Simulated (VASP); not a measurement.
# Ti in VASP: notebook

Aim: see how the results for Ti move with the level of theory and the settings. Levels: PBEsol, r2SCAN. Tasks: single point.

All numbers are computed with VASP 6.6.1; they aren't measurements. Logs are shortened: lines on timing, memory, paths and dates and some standing lists are left out, and cuts for length are marked.

## 1. The cell of the first run

Symmetry: Im-3m, No. 229, cubic system. Conventional cell: a = 3.209 Å, b = 3.209 Å, c = 3.209 Å, α = 90.00°, β = 90.00°, γ = 90.00°. Ti (site symmetry m-3m) has 14 Ti at 2.78 to 3.21 Å within 3.7 Å.

## 2. Single point, PBEsol (strained)

Input file INCAR:

```
SYSTEM = Ti
PREC     = Accurate       ! precision mode
ENCUT    = 520            ! plane-wave cutoff, eV
EDIFF    = 1E-6           ! SCF threshold, eV
ISMEAR   = 0              ! smearing method
SIGMA    = 0.1            ! smearing width, eV
LREAL    = .False.        ! projectors in reciprocal space
LASPH    = .True.         ! aspherical terms in the spheres
NELM     = 100            ! most SCF steps
ALGO     = Normal         ! electronic algorithm
ISIF     = 2              ! what is computed and relaxed
LWAVE    = .False.        ! write WAVECAR
LCHARG   = .True.         ! write CHGCAR
GGA      = PS             ! functional
LELF     = .True.         ! ELF
LVHAR    = .True.       
NBANDS   = 12             ! bands
```

Input file KPOINTS:

```
Automatic mesh
0
Gamma
  18 18 18
  0 0 0
```

Input file POSCAR:

```
Ti
1.0
   -1.6042580100      1.6042580100      1.6042580100
    1.6042580100     -1.6042580100      1.6042580100
    1.6042580100      1.6042580100     -1.6042580100
Ti
1
Direct
    0.0000000000      0.0000000000      0.0000000000
```

Potentials or basis: VASP PAW PBE potentials, release 64 (Ti_sv).

The run is started by

```sh
$ cat potpaw_PBE.64/Ti_sv/POTCAR > POTCAR
$ mpirun -np 1 vasp_std > vasp.out
```

OUTCAR:

```text
SYSTEM = Ti
   PREC = Accurate
   ENCUT = 520
   EDIFF = 1E-6
   ISMEAR = 0
   LREAL = .False.
   LASPH = .True.
   NELM = 100
   ISIF = 2
   GGA = PS

 ion  position               nearest neighbor table
   1  0.000  0.000  0.000-

  LATTYP: Found a body centered cubic cell.
 ALAT       =     3.2085160200

  Lattice vectors:

 A1 = (  -1.6042580100,   1.6042580100,   1.6042580100)
 A2 = (   1.6042580100,  -1.6042580100,   1.6042580100)
 A3 = (   1.6042580100,   1.6042580100,  -1.6042580100)

Analysis of symmetry for initial positions (statically):
=====================================================================
 Subroutine PRICEL returns:
 Original cell was already a primitive cell.

 Routine SETGRP: Setting up the symmetry group for a
 body centered cubic supercell.

 Subroutine GETGRP returns: Found 48 space group operations
 (whereof 48 operations were pure point group operations)
 out of a pool of 48 trial point group operations.

The static configuration has the point symmetry O_h .

Analysis of symmetry for dynamics (positions and initial velocities):
=====================================================================
 Subroutine PRICEL returns:
 Original cell was already a primitive cell.

 Routine SETGRP: Setting up the symmetry group for a
 body centered cubic supercell.

 Subroutine GETGRP returns: Found 48 space group operations
 (whereof 48 operations were pure point group operations)
 out of a pool of 48 trial point group operations.

The dynamic configuration has the point symmetry O_h .

 Subroutine INISYM returns: Found 48 space group operations
 (whereof 48 operations are pure point group operations),
 and found     1 'primitive' translations

----------------------------------------------------------------------------------------

                                     Primitive cell

  volume of cell :      16.5152

  direct lattice vectors                    reciprocal lattice vectors
    -1.604258010  1.604258010  1.604258010     0.000000000  0.311670565  0.311670565
     1.604258010 -1.604258010  1.604258010     0.311670565  0.000000000  0.311670565
     1.604258010  1.604258010 -1.604258010     0.311670565  0.311670565  0.000000000

  length of vectors
     2.778656382  2.778656382  2.778656382     0.440768740  0.440768740  0.440768740

  position of ions in fractional coordinates (direct lattice)
     0.000000000  0.000000000  0.000000000

[... 82 lines left out ...]
   ISYM   =      2    0-nonsym 1-usesym 2-fastsym
   POTIM  = 0.5000    time-step for ionic-motion
   TEBEG  =    0.0;   TEEND  =   0.0 temperature during run
   PSTRESS=    0.0 pullay stress
   NELECT =      12.0000    total number of electrons
   NUPDOWN=      -1.0000    fix difference up-down
   EMIN   =  10.00;   EMAX   =-10.00  energy-range for DOS
   EFERMI =   0.00;   METHOD = LEGACY
   ISMEAR =     0;   SIGMA  =   0.10  broadening in eV -4-tet -1-fermi 0-gaus
   EFERMI_NEDOS =   21; number of points for ismear=-14 and -15
   IALGO  =     38    algorithm
   IMIX   =      4    mixing-type and parameters
     AMIX     =   0.40;   BMIX     =  1.00
     AMIX_MAG =   1.60;   BMIX_MAG =  1.00
  volume/ion in A,a.u.               =      16.52       111.45
  Fermi-wavevector in a.u.,A,eV,Ry     =   1.471774  2.781249 29.471822  2.166118
  Thomas-Fermi vector in A             =   2.586869
   LORBIT       =      0    0 simple, 1 ext, 2 COOP (PROOUT), +10 PAW based schemes
   GGA     = PS    functional components
   LHFCALC =     F    Hartree Fock is set to
   AEXX    =    0.0000 exact exchange contribution
   IVDW    =     0    specifies the selected vdW correction
   LEPSILON=     F    determine dielectric tensor
   LRPA    =     F    only Hartree local field effects (RPA)
 non-spin polarized calculation
 Gauss-broadening in eV      SIGMA  =   0.10
  energy-cutoff  :      520.00
  volume of cell :       16.52
 maximum number of plane-waves:       466
 NGX is ok and might be reduce to    24
   NGX = 11   NGY = 11   NGZ = 11

 number of electron      12.0000001 magnetization

 Free energy of the ion-electron system (eV)
  ---------------------------------------------------
  ext. energy  EPLUGINS =         0.00000000
  ---------------------------------------------------
  free energy    TOTEN  =        -8.24097789 eV

  energy without entropy =       -8.22997227  energy(sigma->0) =       -8.23547508

 E-fermi :   8.4855     XC(G=0): -11.8743

 val. band max:        8.4775267997   @ k =   0.3333   0.2222  -0.0000
 cond. band min:       8.4890734681   @ k =  -0.4444   0.5000   0.1111
 fundamental gap:      0.0115466684
 Fermi energy:         8.4855337808

 k-point     1 :       0.0000    0.0000    0.0000
  band No.  band energies     occupation
      1     -47.7138      2.00000
      2     -23.5997      2.00000
      3     -23.5997      2.00000
      4     -23.5997      2.00000
      5       2.4294      2.00000
      6       9.5144      0.00000
      7       9.5144      0.00000
      8       9.5144      0.00000
      9      11.4001      0.00000
     10      11.4001      0.00000
     11      26.2677      0.00000
     12      26.2677      0.00000
[... 331 lines left out ...]
 k-point    24 :       0.3889    0.1111    0.0000
  band No.  band energies     occupation
      1     -47.5495      2.00000
      2     -24.3502      2.00000
      3     -23.8712      2.00000
      4     -23.6396      2.00000
      5       6.1471      2.00000
      6       8.0836      2.00000
      7       9.1167      0.00000
      8      11.3204      0.00000
      9      11.9102      0.00000
     10      13.4019      0.00000
     11      18.1855      0.00000
     12      22.0270      0.00000

 [... further k-points ...]

------------------------ aborting loop because EDIFF is reached ----------------------------------------

  FORCE on cell =-STRESS in cart. coord.  units (eV):
  Direction    XX          YY          ZZ          XY          YZ          ZX
  --------------------------------------------------------------------------------------
  -------------------------------------------------------------------------------------
  Total       -0.0106839     -0.0106839     -0.0106839      0.0000000     -0.0000000      0.0000000
  in kB       -1.0364724     -1.0364724     -1.0364724      0.0000000     -0.0000000      0.0000000
  external PRESSURE =      -1.0364724 kB  Pullay stress =       0.0000000 kB

 VOLUME and BASIS-vectors are now :
 -----------------------------------------------------------------------------
  energy-cutoff  :      520.00
  volume of cell :       16.52
      direct lattice vectors                 reciprocal lattice vectors
    -1.604258010  1.604258010  1.604258010     0.000000000  0.311670565  0.311670565
     1.604258010 -1.604258010  1.604258010     0.311670565  0.000000000  0.311670565
     1.604258010  1.604258010 -1.604258010     0.311670565  0.311670565  0.000000000

 POSITION                                       TOTAL-FORCE (eV/Angst)
 -----------------------------------------------------------------------------------
      0.00000      0.00000      0.00000         0.000000      0.000000      0.000000
 -----------------------------------------------------------------------------------
    total drift:                                0.000000      0.000000      0.000000

  FREE ENERGIE OF THE ION-ELECTRON SYSTEM (eV)
  ---------------------------------------------------
  free  energy   TOTEN  =        -8.2409778907 eV

  energy  without entropy=       -8.2299722709  energy(sigma->0) =       -8.23547508
```

It took 21 s on 1 thread of Intel Xeon Platinum 8375C at 2.90GHz (Ice Lake), shared host; peak memory 0.17 GiB.

What came out:

```
Free energy            : -8.2410 eV
Pressure               : -0.1 GPa
Band gap on the k mesh : zero (band 6 reaches 9.51 eV, above the bottom of band 7 at 7.90 eV)
```

Caveat: the cell differs from its parent crystal (strained); the PAW data sets were made with another functional, which shifts forces and pressure a little.

[end of part 1 of 2]
